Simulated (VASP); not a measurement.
The system is KMn.

```
K Mn
1.0
     3.70848    0.00000    0.00000
     0.00000    3.70848    0.00000
     0.00000    0.00000    3.70848
K Mn
1 1
Direct
  0.00000 0.00000 0.00000
  0.50000 0.50000 0.50000
```

| Quantity | Value |
| --- | --- |
| Program | VASP 6.6.1 |
| Task | relaxation of cell and atoms |
| Functional | PBE |
| Potentials or basis | VASP PAW PBE potentials, release 64 (K_sv, Mn_pv) |
| Cutoff | 600 eV |
| k mesh | 6 × 6 × 6 |
| Occupations | gaussian, width 0.1 eV |
| Spin | collinear spin, ferromagnetic start |
| Starting moments | [0.0, 4.63] μB |

At the start: pressure 7.4 GPa; volume 25.50 Å³/atom.

How do energy, volume and symmetry change on relaxing?

Over 4 steps the energy falls by 186.1 meV/atom and the volume is 35.83 Å³/atom (+40.5 %); space group Pm-3m (No. 221, to 0.05 Å); moment 4.26 μB per cell.

The path:
| step | energy change (eV) | largest force (eV/Å) | pressure (GPa) | volume (Å³) |
| --- | --- | --- | --- | --- |
| 1 | 0.0000 | 0.0000 | 7.39 | 51.00 |
| 2 | -0.2790 | 0.0000 | 2.86 | 60.18 |
| 3 | -0.3659 | 0.0000 | 0.61 | 68.73 |
| 4 | -0.3722 | 0.0000 | 0.10 | 71.66 |

Final structure:
```xyz
2
Lattice="4.1535 0.0000 0.0000 0.0000 4.1535 0.0000 0.0000 0.0000 4.1535" Properties=species:S:1:pos:R:3 pbc="T T T"
K     0.0000    0.0000    0.0000
Mn    2.0768    2.0768    2.0768
```

Caveat: the volume moved by over 15 % at a fixed basis, so the end points are rough.
